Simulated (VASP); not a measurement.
# Ti2O: single point with r2SCAN

The system is Ti2O.

```xyz
3
Lattice="3.1862 0.0000 0.0000 -1.5931 2.7593 0.0000 0.0000 0.0000 5.1437" Properties=species:S:1:pos:R:3 pbc="T T T"
Ti    1.5931    0.9198    1.4338
Ti    0.0000    1.8396    3.7100
O     0.0000    0.0000    0.0000
```

| Property | Result |
| --- | --- |
| Program | VASP 6.6.1 |
| Task | single point |
| Functional | r2SCAN |
| Potentials or basis | VASP PAW PBE potentials, release 64 (Ti_sv, O) |
| Cutoff | 520 eV |
| k mesh | 18 × 18 × 10 |
| Occupations | gaussian, width 0.1 eV |
| Spin | no spin polarisation |

The pressure is -26.9 GPa and the largest force is 0.746 eV/Å. The band gap on the k mesh is zero (band 15 reaches 7.96 eV, above the bottom of band 16 at 7.27 eV).

Forces on the atoms (eV/Å):
```
Ti   0.000  0.000 -0.746
Ti   0.000  0.000  0.746
O    0.000  0.000  0.000
```

Stress tensor (GPa, compression positive):
```
-27.80   0.00   0.00
  0.00 -27.80   0.00
  0.00   0.00 -25.13
```

Levels at points of the mesh, in eV from the Fermi level:
| k point | band 13 | band 14 | band 15 | band 16 | band 17 | band 18 |
| --- | --- | --- | --- | --- | --- | --- |
| (0.00, 0.00, 0.00) | -4.26 | -0.57 | 0.25 | 0.28 | 0.28 | 0.63 |
| (0.50, 0.00, 0.00) | -2.13 | -1.49 | -0.97 | 0.84 | 1.11 | 1.94 |
| (0.00, 0.00, 0.50) | -2.25 | -1.80 | 0.07 | 0.07 | 0.90 | 1.29 |
| (0.50, 0.00, 0.50) | -1.66 | -1.49 | -0.69 | -0.37 | 0.54 | 2.06 |

Wall time 15 min on 1 thread of Intel(R) Xeon(R) Platinum 8259CL CPU @ 2.50GHz (Skylake/Cascade Lake), with other jobs on the host, peak memory 0.39 GiB.

Caveat: the PAW data sets were made with another functional, which shifts forces and pressure a little.
